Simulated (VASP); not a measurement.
Set up this calculation in VASP 6.6.1, as the native input.

* Task: relaxation of cell and atoms
* Functional: LDA
* Potentials or basis: VASP PAW LDA potentials, release 64 (Ba_sv, Mg, Sb)
* Cutoff: 600 eV
* k mesh: 6 × 6 × 2
* Occupations: gaussian, width 0.01 eV
* Spin: no spin polarisation
* Target pressure: 4 GPa
* Dipole correction: no
* Further INCAR settings: ALGO = Normal; EDIFF = 1e-06; IBRION = 2; EDIFFG = -0.05; NSW = 80; ISIF = 3

The structure of BaMg2Sb2 lies in POSCAR:

```
BaMg2Sb2
1.0
    4.7700000000      0.0000000000      0.0000000000
   -2.3850000000      4.1309411800      0.0000000000
    0.0000000000      0.0000000000      8.1000000000
Ba Mg Sb
1 2 2
Direct
    0.0000000000      0.0000000000      0.0000000000
    0.3333333325      0.6666666651      0.6247000000
    0.6666666663      0.3333333325      0.3753000000
    0.3333333325      0.6666666651      0.2680000000
    0.6666666663      0.3333333325      0.7320000000
```

One way to write it, as run:

INCAR

```
SYSTEM = BaMg2Sb2
  ALGO = Normal
  EDIFF = 1E-6
  EDIFFG = -0.05
  ENCUT = 600
  IBRION = 2
  ISIF = 3
  ISMEAR = 0
  LASPH = .TRUE.
  LCHARG = .FALSE.
  LREAL = .FALSE.
  LWAVE = .FALSE.
  NELM = 80
  NSW = 80
  PREC = Accurate
  PSTRESS = 40.0
  SIGMA = 0.01
```

KPOINTS

```
k-points
0
G
  6 6 2
  0 0 0
```

Potentials or basis: VASP PAW LDA potentials, release 64 (Ba_sv, Mg, Sb).

The run is started by

```bash
$ cat potpaw_LDA.64/Ba_sv/POTCAR potpaw_LDA.64/Mg/POTCAR potpaw_LDA.64/Sb/POTCAR > POTCAR
$ mpirun -np 1 vasp_std > vasp.out
```

Results of the run:

The relaxed volume is 28.44 Å³/atom, the relaxed cell is a = 4.595 Å, b = 4.595 Å, c = 7.777 Å, α = 90.00°, β = 90.00°, γ = 120.00° and the space group after relaxing (to 0.05 Å) is P-3m1 (No. 164). The energy change on relaxing (the enthalpy is what falls) is +21.1 meV/atom and the ionic steps are 6. The pressure after relaxing is 4.0 GPa, the largest force after relaxing is 0.011 eV/Å and the band gap on the k mesh is 0.63 eV, indirect (least direct gap 1.38 eV).

Caveat: the cell is relaxed towards a set pressure, so the enthalpy falls and the energy may rise; spin-orbit coupling is left out, which moves the levels of the heavy elements; the relaxation stopped at a loose force limit of 0.05 eV/Å, so its end isn't a converged minimum.

It took 86 s on 1 thread of Intel(R) Xeon(R) 6975P-C (Granite Rapids), on a shared host, peak memory 0.31 GiB.
